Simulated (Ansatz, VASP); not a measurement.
## Two plane-wave programs on GdN

```
Gd N
1.0
    -2.04082    3.53481    0.00000
     0.00000    0.00000    5.01541
     6.12247    3.53481    0.00000
Gd N
4 4
Direct
  0.00000 0.50000 0.33333
  0.50000 0.50000 0.83333
  0.50000 0.00000 0.16667
  0.00000 0.00000 0.66667
  0.00000 0.00000 0.33333
  0.50000 0.00000 0.83333
  0.50000 0.50000 0.16667
  0.00000 0.50000 0.66667
```

Alike in both runs: task single point; functional PBE; k mesh 4 × 4 × 2; occupations gaussian, width 0.1 eV; collinear spin.

|  | VASP | Ansatz |
| --- | --- | --- |
| version | VASP 6.6.1 | Ansatz 0.2.0 |
| potentials or method | VASP PAW PBE potentials, release 64 (Gd, N), cutoff 520 eV | scalar-relativistic, plane waves, PAW |
| valence electrons in the cell | 92 | 92 |

|  | VASP | Ansatz | Ansatz less VASP |
| --- | --- | --- | --- |
| gap on the k mesh at the Fermi level (eV) | 0.87 | 0.86 | -0.009 |
| least direct gap on the mesh (eV) | 0.99 | 0.98 | -0.007 |
| pressure (GPa) | 0.1 | 0.0 | -0.12 |
| traceless stress, the component that is largest in VASP (GPa) | -0.07 | 0.00 | +0.068 |
| rms of the force components (eV/Å) | 0.004 | 0.003 | -0.0001 |
| net moment per atom (μB) | 0.00 | 0.00 | 0.000 |
| size of the moment on the site where the two differ most (μB) | 6.77 | 6.80 | +0.031 |

Site moments also hang on the region over which each program counts them. Atom by atom the forces differ by 0.000 eV/Å (rms over components). With one functional, cell and mesh, what is left measures potentials, basis and numerics.

The k mesh is coarse, so the values compare programs but aren't converged. Neither program's run includes spin-orbit coupling.
